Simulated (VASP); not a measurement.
# Zr3Cd2 (P4/mmm) in VASP: a series of runs

The runs below take Zr3Cd2 through single point, with PBEsol.

Program: VASP 6.6.1. These are calculated values, not measurements. Logs are shortened: lines on timing, memory, paths and dates and some standing lists are left out, and cuts for length are marked.

### 1 The cell of the first run

It takes space group P4/mmm (No. 123, tetragonal). Conventional cell: a = 5.502 Å, b = 5.502 Å, c = 5.091 Å, α = 90.00°, β = 90.00°, γ = 90.00°. Within 3.6 Å of Zr (site symmetry mmm) lie 2 Cd at 2.75 Å and 2 Zr at 2.75 Å. Zr (site symmetry 4/mmm) has 4 Zr at 2.75 Å within 3.6 Å. Within 3.4 Å of Cd (site symmetry 4/mmm) lie 2 Cd at 2.55 Å. Cd (site symmetry 4/mmm) has 2 Cd at 2.55 Å and 4 Zr at 2.75 Å within 3.4 Å.

### 2 Single point, PBEsol

INCAR

```
SYSTEM = Zr3Cd2
PREC = Accurate
ENCUT = 520
EDIFF = 1E-7
ISMEAR = 0
SIGMA = 0.1
LREAL = .FALSE.
LASPH = .TRUE.
NELM = 80
ALGO = Fast
ISIF = 2
LWAVE = .FALSE.
LCHARG = .FALSE.
GGA = PS
NBANDS = 38
```

KPOINTS

```
Automatic mesh
0
G
  8 8 8
  0 0 0
```

POSCAR

```
Zr3Cd2
1.0
    5.5016497935      0.0000000000      0.0000000000
    0.0000000000      5.0907406317      0.0000000000
    0.0000000000      0.0000000000      5.5018254920
Zr Cd
3 2
Direct
    0.0000000000      0.0000000000      0.5000000000
    0.5000000000      0.0000000000      0.0000000000
    0.0000000000      0.0000000000      0.0000000000
    0.5000000000      0.5000000000      0.5000000000
    0.5000000000      0.0000000000      0.5000000000
```

Potentials or basis: VASP PAW PBE potentials, release 64 (Zr_sv, Cd).

The run is started by

```
$ cat potpaw_PBE.64/Zr_sv/POTCAR potpaw_PBE.64/Cd/POTCAR > POTCAR
$ mpirun -np 1 vasp_std > vasp.out
```

OUTCAR:

```text
SYSTEM = Zr3Cd2
   PREC = Accurate
   ENCUT = 520
   EDIFF = 1E-7
   ISMEAR = 0
   LREAL = .FALSE.
   LASPH = .TRUE.
   NELM = 80
   ISIF = 2
   GGA = PS

 ion  position               nearest neighbor table
   1  0.000  0.000  0.500-   5 2.75   5 2.75   3 2.75   3 2.75   4 3.75   4 3.75   4 3.75   4 3.75
                             2 3.89   2 3.89   2 3.89   2 3.89
   2  0.500  0.000  0.000-   3 2.75   3 2.75   5 2.75   5 2.75   4 3.75   4 3.75   4 3.75   4 3.75
                             1 3.89   1 3.89   1 3.89   1 3.89
   3  0.000  0.000  0.000-   2 2.75   2 2.75   1 2.75   1 2.75
   4  0.500  0.500  0.500-   5 2.55   5 2.55   1 3.75   1 3.75   1 3.75   1 3.75   2 3.75   2 3.75
                             2 3.75   2 3.75
   5  0.500  0.000  0.500-   4 2.55   4 2.55   1 2.75   1 2.75   2 2.75   2 2.75

  LATTYP: Found a simple orthorhombic cell.
 ALAT       =     5.0907406317
 B/A-ratio  =     1.0807169706
 C/A-ratio  =     1.0807514839

  Lattice vectors:

 A1 = (   0.0000000000,  -5.0907406317,   0.0000000000)
 A2 = (   5.5016497935,   0.0000000000,   0.0000000000)
 A3 = (   0.0000000000,   0.0000000000,   5.5018254920)

Analysis of symmetry for initial positions (statically):
=====================================================================
 Subroutine PRICEL returns:
 Original cell was already a primitive cell.

 Routine SETGRP: Setting up the symmetry group for a
 simple orthorhombic supercell.

 Subroutine GETGRP returns: Found  8 space group operations
 (whereof  8 operations were pure point group operations)
 out of a pool of  8 trial point group operations.

The static configuration has the point symmetry D_2h.

Analysis of symmetry for dynamics (positions and initial velocities):
=====================================================================
 Subroutine PRICEL returns:
 Original cell was already a primitive cell.

 Routine SETGRP: Setting up the symmetry group for a
 simple orthorhombic supercell.

 Subroutine GETGRP returns: Found  8 space group operations
 (whereof  8 operations were pure point group operations)
 out of a pool of  8 trial point group operations.

The dynamic configuration has the point symmetry D_2h.

 Subroutine INISYM returns: Found  8 space group operations
 (whereof  8 operations are pure point group operations),
 and found     1 'primitive' translations

[... 102 lines left out ...]
   EDIFFG = 0.1E-05   stopping-criterion for IOM
   NSW    =      0    number of steps for IOM
   IBRION =     -1    ionic relax: 0-MD 1-quasi-New 2-CG
   NFREE  =      0    steps in history (QN), initial steepest desc. (CG)
   ISIF   =      2    stress and relaxation
   ISYM   =      2    0-nonsym 1-usesym 2-fastsym
   POTIM  = 0.5000    time-step for ionic-motion
   TEBEG  =    0.0;   TEEND  =   0.0 temperature during run
   PSTRESS=    0.0 pullay stress
   NELECT =      60.0000    total number of electrons
   NUPDOWN=      -1.0000    fix difference up-down
   EMIN   =  10.00;   EMAX   =-10.00  energy-range for DOS
   EFERMI =   0.00;   METHOD = LEGACY
   ISMEAR =     0;   SIGMA  =   0.10  broadening in eV -4-tet -1-fermi 0-gaus
   EFERMI_NEDOS =   21; number of points for ismear=-14 and -15
   IALGO  =     68    algorithm
   IMIX   =      4    mixing-type and parameters
     AMIX     =   0.40;   BMIX     =  1.00
     AMIX_MAG =   1.60;   BMIX_MAG =  1.00
  volume/ion in A,a.u.               =      30.82       207.97
  Fermi-wavevector in a.u.,A,eV,Ry     =   1.195451  2.259074 19.444118  1.429102
  Thomas-Fermi vector in A             =   2.331416
   LORBIT       =      0    0 simple, 1 ext, 2 COOP (PROOUT), +10 PAW based schemes
   GGA     = PS    functional components
   LHFCALC =     F    Hartree Fock is set to
   AEXX    =    0.0000 exact exchange contribution
   IVDW    =     0    specifies the selected vdW correction
   LEPSILON=     F    determine dielectric tensor
   LRPA    =     F    only Hartree local field effects (RPA)
 non-spin polarized calculation
 RMM-DIIS sequential band-by-band and
 Gauss-broadening in eV      SIGMA  =   0.10
  energy-cutoff  :      520.00
  volume of cell :      154.09
 maximum number of plane-waves:      4208
 NGX is ok and might be reduce to    42
   NGX = 21   NGY = 19   NGZ = 21

 number of electron      60.0000015 magnetization

 Free energy of the ion-electron system (eV)
  ---------------------------------------------------
  ext. energy  EPLUGINS =         0.00000000
  ---------------------------------------------------
  free energy    TOTEN  =       -23.62323767 eV

  energy without entropy =      -23.59372252  energy(sigma->0) =      -23.60848010

 E-fermi :   3.7488     XC(G=0):  -9.4269

 val. band max:        3.7397344475   @ k =   0.3750   0.5000   0.1250
 cond. band min:       3.7622031998   @ k =   0.2500   0.3750   0.2500
 fundamental gap:      0.0224687524
 Fermi energy:         3.7487778202

 k-point     1 :       0.0000    0.0000    0.0000
  band No.  band energies     occupation
      1     -45.3539      2.00000
      2     -45.2995      2.00000
      3     -44.6726      2.00000
      4     -23.9506      2.00000
      5     -23.9504      2.00000
      6     -23.5131      2.00000
[... 973 lines left out ...]
     37       5.9146      0.00000
     38       6.5241      0.00000

 [... further k-points ...]

------------------------ aborting loop because EDIFF is reached ----------------------------------------

  FORCE on cell =-STRESS in cart. coord.  units (eV):
  Direction    XX          YY          ZZ          XY          YZ          ZX
  --------------------------------------------------------------------------------------
  -------------------------------------------------------------------------------------
  Total        0.1780752      0.3740328      0.1740872      0.0000000      0.0000000      0.0000000
  in kB        1.8515407      3.8890148      1.8100755      0.0000000      0.0000000      0.0000000
  external PRESSURE =       2.5168770 kB  Pullay stress =       0.0000000 kB

 VOLUME and BASIS-vectors are now :
 -----------------------------------------------------------------------------
  energy-cutoff  :      520.00
  volume of cell :      154.09
      direct lattice vectors                 reciprocal lattice vectors
     5.501649794  0.000000000  0.000000000     0.181763660  0.000000000  0.000000000
     0.000000000  5.090740632  0.000000000     0.000000000  0.196435072  0.000000000
     0.000000000  0.000000000  5.501825492     0.000000000  0.000000000  0.181757855

 POSITION                                       TOTAL-FORCE (eV/Angst)
 -----------------------------------------------------------------------------------
      0.00000      0.00000      2.75091         0.000000      0.000000      0.000000
      2.75082      0.00000      0.00000         0.000000      0.000000      0.000000
      0.00000      0.00000      0.00000         0.000000      0.000000      0.000000
      2.75082      2.54537      2.75091         0.000000      0.000000      0.000000
      2.75082      0.00000      2.75091         0.000000      0.000000      0.000000
 -----------------------------------------------------------------------------------
    total drift:                                0.000000      0.000000     -0.000000

  FREE ENERGIE OF THE ION-ELECTRON SYSTEM (eV)
  ---------------------------------------------------
  free  energy   TOTEN  =       -23.6232376661 eV

  energy  without entropy=      -23.5937225250  energy(sigma->0) =      -23.60848010
```

OSZICAR:

```text
N       E                     dE             d eps       ncg     rms          rms(c)
DAV:   1     0.592496483129E+03    0.59250E+03   -0.30980E+04  9500   0.152E+03
DAV:   2     0.182955936045E+02   -0.57420E+03   -0.56075E+03 10382   0.436E+02
DAV:   3    -0.228240758838E+02   -0.41120E+02   -0.39938E+02 15292   0.968E+01
[... 21 lines left out ...]
RMM:  25    -0.236232372351E+02   -0.19899E-06   -0.25149E-06 10388   0.364E-03    0.170E-03
RMM:  26    -0.236232374020E+02   -0.16685E-06   -0.18995E-06  9486   0.323E-03    0.175E-03
RMM:  27    -0.236232375160E+02   -0.11402E-06   -0.13706E-06  8649   0.288E-03    0.180E-03
RMM:  28    -0.236232376000E+02   -0.84018E-07   -0.10489E-06  8438   0.265E-03    0.184E-03
RMM:  29    -0.236232376661E+02   -0.66075E-07   -0.81010E-07  8231   0.252E-03
   1 F= -.23623238E+02 E0= -.23608480E+02  d E =-.295151E-01
```

stdout:

```text
POSCAR found type information on POSCAR ZrCd
 POSCAR found :  2 types and       5 ions
[... 37 lines left out ...]
 num prob  num prob WARNING in EDDRMM: call to ZHEGV failed, returncode =   6  3      4
 num prob  num prob  num prob  num prob WARNING in EDDRMM: call to ZHEGV failed, returncode =   8  4      8
 num prob  num prob  num prob  num prob  num prob  num prob  num prob  num prob  num prob  num prob  num prob  num prob  num prob  num prob  num prob  num prob  num prob  num prob  num prob  num prob  num prob  num prob  num prob  num prob  num prob  num prob  num prob  num prob  num prob
```

Wall time 12 min (1 thread of AMD EPYC 9R45 (Zen 5), shared host); peak memory 0.65 GiB.

What came out:

| Property | Result |
| --- | --- |
| Free energy | -23.6232 eV |
| Pressure | 0.3 GPa |
| Band gap on the k mesh | zero (bands 30 and 31 overlap by 1.00 eV) |

Stress tensor (GPa, compression positive):
```
0.19 0.00 0.00
0.00 0.39 0.00
0.00 0.00 0.18
```

Caveat: the PAW data sets were made with another functional, which shifts forces and pressure a little.

### 3 Single point, PBEsol

INCAR

```
SYSTEM = Zr3Cd2
  PREC = Accurate
  ENCUT = 520
  EDIFF = 1E-7
  ISMEAR = 0
  SIGMA = 0.1
  LREAL = .FALSE.
  LASPH = .TRUE.
  NELM = 100
  ALGO = Fast
  ISIF = 2
  LWAVE = .FALSE.
  LCHARG = .FALSE.
  GGA = PS
  NBANDS = 38
```

KPOINTS

```
regular mesh
0
G
  8 8 8
  0 0 0
```

POSCAR

```
Zr3Cd2
1.0
    5.5017376428      0.0000000000      0.0000000000
    0.0000000000      5.5017376428      0.0000000000
    0.0000000000      0.0000000000      5.0907406317
Zr Cd
3 2
Direct
    0.0000000000      0.5000000000      0.0000000000
    0.5000000000      0.0000000000      0.0000000000
    0.0000000000      0.0000000000      0.0000000000
    0.5000000000      0.5000000000      0.5000000000
    0.5000000000      0.5000000000      0.0000000000
```

Potentials or basis: VASP PAW PBE potentials, release 64 (Zr_sv, Cd).

The run is started by

```
$ cat potpaw_PBE.64/Zr_sv/POTCAR potpaw_PBE.64/Cd/POTCAR > POTCAR
$ mpirun -np 1 vasp_std > vasp.out
```

Wall time 7.4 min (1 thread of Intel Xeon 6975P-C (Granite Rapids), shared host); peak memory 0.5 GiB.

The run converged. Its results:

```yaml
Free_energy: -23.6232 eV
Pressure: 0.3 GPa
Band_gap_on_the_k_mesh: zero (bands 30 and 31 overlap by 1.00 eV)
```

Stress tensor (GPa, compression positive):
```
0.18 0.00 0.00
0.00 0.18 0.00
0.00 0.00 0.39
```

Levels at points of the mesh, in eV from the Fermi level:
```
           k point  band 27  band 28  band 29  band 30  band 31  band 32  band 33  band 34
(0.00, 0.00, 0.00)    -1.26    -0.84    -0.84    -0.27    -0.13    -0.13     0.70     1.44
(0.50, 0.00, 0.00)    -1.26    -0.72    -0.41    -0.21     0.38     0.67     1.07     1.18
(0.50, 0.50, 0.00)    -0.56    -0.12    -0.12     0.13     0.77     0.77     0.88     0.97
(0.00, 0.00, 0.50)    -1.59    -1.32    -1.32     0.65     0.89     0.89     1.21     1.21
(0.50, 0.00, 0.50)    -1.01    -1.00    -0.86     0.30     0.48     0.99     1.01     1.05
(0.50, 0.50, 0.50)    -0.64    -0.40    -0.40     0.47     0.78     0.78     1.30     1.54
```

Caveat: the PAW data sets were made with another functional, which shifts forces and pressure a little.

The gap in the log of VASP goes by the Fermi energy; the results here count the filled bands.